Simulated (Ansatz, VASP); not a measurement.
**SiC: VASP beside Ansatz**

```
CELL_PARAMETERS angstrom
3.09412 0.00000 0.00000
-1.54706 2.67959 -0.08039
0.00000 -0.30388 10.12934
ATOMIC_POSITIONS crystal
Si 0.66667 0.33333 0.93784
Si 0.33333 0.66667 0.43784
Si 0.00000 0.00000 0.68790
Si 0.00000 0.00000 0.18790
C 0.66667 0.33333 0.74981
C 0.33333 0.66667 0.24981
C 0.00000 0.00000 0.50045
C 0.00000 0.00000 0.00045
```

Change from the starting cell: strain -0.0600 x Voigt [0, 0, 0, 1, 0, 0], atoms carried along.

Alike in both runs: task single point; functional PBE; k mesh 12 × 12 × 4; occupations gaussian, width 0.05 eV; no spin polarisation.

|  | VASP | Ansatz |
| --- | --- | --- |
| version | VASP 6.6.1 | Ansatz 0.2.0 |
| potentials or method | VASP PAW PBE potentials, release 64 (Si, C), cutoff 520 eV | scalar-relativistic, plane waves, PAW |
| valence electrons in the cell | 32 | 32 |

```csv
,VASP,Ansatz,Ansatz less VASP
gap on the k mesh at the Fermi level (eV),1.90,1.90,+0.002
least direct gap on the mesh (eV),3.19,3.19,+0.002
pressure (GPa),0.3,0.3,+0.04
"traceless stress, the component that is largest in VASP (GPa)",10.07,10.04,-0.025
rms of the force components (eV/Å),0.176,0.176,+0.0004
```

Atom by atom the forces differ by 0.001 eV/Å (rms over components). With one functional, cell and mesh, what is left measures potentials, basis and numerics.
